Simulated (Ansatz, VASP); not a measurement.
HgTe: VASP beside Ansatz

INCAR

```
ALGO     = Normal         # electronic algorithm
EDIFF    = 1E-7           # SCF threshold, eV
ENCUT    = 520            # plane-wave cutoff, eV
GGA      = PE             # functional
ISIF     = 2              # what is computed and relaxed
ISMEAR   = -1             # smearing method
LASPH    = True           # aspherical terms in the spheres
LCHARG   = False          # write CHGCAR
LREAL    = False          # projectors in reciprocal space
LWAVE    = False          # write WAVECAR
NBANDS   = 16             # bands
NELM     = 80             # most SCF steps
PREC     = Accurate       # precision mode
SIGMA    = 0.03           # smearing width, eV
```

File KPOINTS:

```
k-points
0
Gamma
  11 11 11
```

POSCAR

```
HgTe
1.0
    0.0000000000      3.2763536562      3.2763536562
    3.2763536562      0.0000000000      3.2763536562
    3.2763536562      3.2763536562      0.0000000000
Hg Te
1 1
Direct
    0.0000000000      0.0000000000      0.0000000000
    0.7500000000      0.7500000000      0.7500000000
```

Input for Ansatz:

```yaml
crystal:
  lattice:
    - [0.0, 3.2763536562, 3.2763536562]
    - [3.2763536562, 0.0, 3.2763536562]
    - [3.2763536562, 3.2763536562, 0.0]
  atoms:
    - { symbol: Hg, position: [0.0, 0.0, 0.0] }
    - { symbol: Te, position: [0.75, 0.75, 0.75] }
kpoints:
  mp_grid: { grid: [11, 11, 11] }
scf:
  occupations: { method: fermi_dirac, width: 0.03 }
hamiltonian:
  xc: pbe
  pseudopotentials: { kind: all_electron, lapw: { basis_error: 0.0005 } }
output:
  forces: true
  stress: true
  eigenvalues: true
```

Change from the starting cell: volume scaled by 1.05.

Alike in both runs: task single point; functional PBE; k mesh 11 × 11 × 11; occupations fermi-dirac, width 0.03 eV; no spin polarisation.

|  | VASP | Ansatz |
| --- | --- | --- |
| version | VASP 6.6.1 | Ansatz 0.2.0 |
| potentials or method | VASP PAW PBE potentials, release 64 (Hg, Te), cutoff 520 eV | all-electron LAPW, scalar-relativistic |

|  | VASP | Ansatz | Ansatz less VASP |
| --- | --- | --- | --- |
| pressure (GPa) | 1.8 | 1.7 | -0.05 |

Ansatz ran all-electron here, and VASP with PAW potentials.

Spin-orbit coupling is off throughout.
